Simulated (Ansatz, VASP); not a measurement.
Two plane-wave programs on KF

```
CELL_PARAMETERS angstrom
0.00000 2.83183 2.83183
2.83183 0.00000 2.83183
2.83183 2.83183 0.00000
ATOMIC_POSITIONS crystal
K 0.00000 0.00000 0.00000
F 0.50000 0.50000 0.50000
```

Alike in both runs: task single point; functional PBE; k mesh 8 × 8 × 8; occupations gaussian, width 0.02 eV; no spin polarisation.

|  | VASP | Ansatz |
| --- | --- | --- |
| version | VASP 6.6.1 | Ansatz 0.2.0 |
| potentials or method | VASP PAW PBE potentials, release 64 (K_sv, F), cutoff 520 eV | scalar-relativistic, plane waves, PAW |
| valence electrons in the cell | 16 | 16 |

|  | VASP | Ansatz | Ansatz less VASP |
| --- | --- | --- | --- |
| gap on the k mesh at the Fermi level (eV) | 5.34 | 5.35 | +0.013 |
| least direct gap on the mesh (eV) | 5.34 | 5.35 | +0.013 |
| pressure (GPa) | -2.8 | -2.8 | +0.05 |

The functional is the same, so the differences come from potentials, cutoffs and numerics.
